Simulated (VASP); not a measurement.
# Bi: single point with PBE+D3(BJ)

Bi, a slab with vacuum:

```
CELL_PARAMETERS angstrom
9.06518 0.00000 0.00000
-4.53259 8.20233 0.00000
0.00000 0.00000 21.48444
ATOMIC_POSITIONS crystal
Bi 0.48608 0.47215 0.37236
Bi 0.48608 0.97215 0.37236
Bi 0.98608 0.47215 0.37236
Bi 0.98608 0.97215 0.37236
Bi 0.66661 0.33321 0.45448
Bi 0.66661 0.83321 0.45448
Bi 0.16661 0.33321 0.45448
Bi 0.16661 0.83321 0.45448
Bi 0.82046 0.64092 0.56146
Bi 0.82046 0.14092 0.56146
Bi 0.32046 0.64092 0.56146
Bi 0.32046 0.14092 0.56146
Bi 0.98648 0.47296 0.63498
Bi 0.98648 0.97296 0.63498
Bi 0.48648 0.47296 0.63498
Bi 0.48648 0.97296 0.63498
```

```json
{
  "Program": "VASP 6.6.1",
  "Task": "single point",
  "Functional": "PBE",
  "Dispersion": "D3(BJ)",
  "Potentials or basis": "VASP PAW PBE potentials, release 64 (Bi_d)",
  "Cutoff": "520 eV",
  "k mesh": "3 × 3 × 1",
  "Occupations": "gaussian, width 0.1 eV",
  "Spin": "no spin polarisation"
}
```

```json
{
  "Largest force": "0.829 eV/Å",
  "Dispersion energy per atom": "-0.297 eV"
}
```

Forces in eV/Å, atoms in the order of the input:
```
Bi   0.000  0.442  0.694
Bi   0.000  0.442  0.694
Bi   0.000  0.442  0.694
Bi   0.000  0.442  0.694
Bi   0.000 -0.445 -0.700
Bi   0.000 -0.445 -0.700
Bi   0.000 -0.445 -0.700
Bi   0.000 -0.445 -0.700
Bi   0.000  0.000 -0.007
Bi   0.000  0.000 -0.007
Bi   0.000  0.000 -0.007
Bi   0.000  0.000 -0.007
Bi   0.000  0.003  0.013
Bi   0.000  0.003  0.013
Bi   0.000  0.003  0.013
Bi   0.000  0.003  0.013
```

Levels at points of the mesh, in eV from the Fermi level:
```csv
k point,band 116,band 117,band 118,band 119,band 120,band 121,band 122,band 123,band 124,band 125
"(0.00, 0.00, 0.00)",-0.73,-0.69,-0.49,-0.22,-0.16,0.09,0.66,0.66,0.87,1.16
```

Wall time 46 min on 1 thread of Oxide Virtual Turin-like Processor, on a shared host, peak memory 1.5 GiB.

Caveat: spin-orbit coupling is left out, which moves the levels of the heavy elements.
